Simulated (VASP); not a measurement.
Crystal: CuO.

```
Cu O
1.0
     2.94870    0.00000    0.00000
    -0.00819    2.94869    0.00000
     0.00000    0.00000    5.15126
Cu O
2 2
Direct
  0.00000 0.50000 0.00000
  0.50000 0.00000 0.50000
  0.50000 0.50000 0.25000
  0.50000 0.50000 0.75000
```

Base run:

| Item | Value |
| --- | --- |
| Program | VASP 6.6.1 |
| Functional | PBE |
| Potentials or basis | VASP PAW PBE potentials, release 64 (Cu, O) |
| Cutoff | 520 eV |
| k mesh | 12 × 12 × 7 |
| Occupations | gaussian, width 0.1 eV |
| Spin | no spin polarisation |

Its results: band gap on the k mesh zero (band 17 reaches 5.43 eV, above the bottom of band 18 at 4.44 eV); pressure 0.7 GPa.

Question: The run is repeated on the same cell with these changes: potentials or basis from VASP PAW PBE potentials, release 64 (Cu, O) to VASP PAW PBE potentials, release 64 (Cu_sv_GW, O); cutoff from 520 eV to 700 eV; further incar settings from ALGO = Normal; EDIFF = 1e-06; NBANDS = 25 to ALGO = Normal; EDIFF = 1e-06; NBANDS = 33; valence electrons from 34 to 50. What comes out?

Answer: Band gap on the k mesh zero (band 25 reaches 5.47 eV, above the bottom of band 26 at 4.48 eV); pressure -2.6 GPa.

Caveats: semilocal functionals often make such compounds metallic where correlation or magnetic order opens a gap, which also shifts bond lengths.
